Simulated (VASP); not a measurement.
Crystal: MgZn4O.

```
Mg Zn O
1.0
     4.20394    0.00000    0.00000
     0.00000    4.05652    2.89567
     0.00000   -4.05652    2.89567
Mg Zn O
1 4 1
Direct
  0.00000 0.93635 0.93635
  0.50000 0.46900 0.85329
  0.50000 0.85329 0.46900
  0.00000 0.55965 0.22287
  0.00000 0.22287 0.55965
  0.00000 0.30831 0.30831
```

```yaml
Program: VASP 6.6.1
Task: relaxation of cell and atoms
Functional: PBE
Potentials_or_basis: VASP PAW PBE potentials, release 64 (Mg, Zn, O)
Cutoff: 600 eV
k_mesh: 4 × 4 × 4
Occupations: gaussian, width 0.2 eV
Spin: no spin polarisation
```

At the start: pressure 33.4 GPa; volume 16.46 Å³/atom.

Q: How do energy, volume and symmetry change on relaxing?

A: Over 28 steps the energy falls by 1111.5 meV/atom and the volume is 17.22 Å³/atom (+4.6 %); space group Amm2 (No. 38, to 0.05 Å).

The path:
| step | energy change (eV) | largest force (eV/Å) | pressure (GPa) | volume (Å³) |
| --- | --- | --- | --- | --- |
| 1 | 0.0000 | 20.9316 | 33.45 | 98.76 |
| 2 | -0.9978 | 12.9185 | 2.95 | 150.05 |
| 3 | -2.0912 | 7.8164 | 0.80 | 143.49 |
| 4 | -2.6343 | 5.4115 | -0.34 | 139.29 |
| 5 | -4.8903 | 2.1541 | -3.89 | 118.56 |
| 6 | -6.0070 | 1.7719 | -2.24 | 108.57 |
| 7 | -6.0332 | 1.8562 | 2.36 | 103.65 |
| 8 | -6.1087 | 1.1987 | -0.70 | 106.36 |
| 9 | -6.1161 | 1.1308 | -0.07 | 105.66 |
| 10 | -6.1158 | 1.0893 | -0.20 | 105.80 |
| 11 | -6.3210 | 0.7457 | -0.18 | 105.73 |
| 12 | -6.3632 | 0.9882 | 0.32 | 105.64 |
| 13 | -6.4433 | 0.6829 | -0.07 | 106.13 |
| 14 | -6.4838 | 0.7005 | -0.24 | 106.76 |
| 15 | -6.5471 | 0.3865 | -0.69 | 106.71 |
| 16 | -6.5834 | 0.4957 | -1.06 | 106.50 |
| 17 | -6.6198 | 0.1624 | -0.28 | 104.62 |
| 18 | -6.6244 | 0.2384 | 0.16 | 103.69 |
| 19 | -6.6388 | 0.1417 | 0.10 | 103.86 |
| 20 | -6.6516 | 0.3337 | 0.08 | 104.31 |
| 21 | -6.6574 | 0.1151 | -0.38 | 104.59 |
| 22 | -6.6574 | 0.1133 | -0.39 | 104.60 |
| 23 | -6.6607 | 0.0835 | -0.20 | 104.05 |
| 24 | -6.6623 | 0.0885 | 0.19 | 103.22 |
| 25 | -6.6641 | 0.0809 | 0.17 | 103.15 |
| 26 | -6.6650 | 0.1927 | 0.19 | 103.05 |
| 27 | -6.6664 | 0.1620 | 0.19 | 103.11 |
| 28 | -6.6692 | 0.0767 | 0.17 | 103.30 |

Final structure:
```
CELL_PARAMETERS angstrom
4.17969 0.00000 0.00000
0.00000 4.63574 2.66566
0.00000 -4.63574 2.66566
ATOMIC_POSITIONS crystal
Mg 0.00000 0.88806 0.88806
Zn 0.50000 0.50870 0.89086
Zn 0.50000 0.89086 0.50870
Zn 0.00000 0.59188 0.22735
Zn 0.00000 0.22735 0.59188
O 0.00000 0.24262 0.24262
```

Caveat: the k points lie up to 0.38 Å⁻¹ apart in the final cell; the relaxation stopped at a loose force limit of 0.08 eV/Å, so its end isn't a converged minimum.
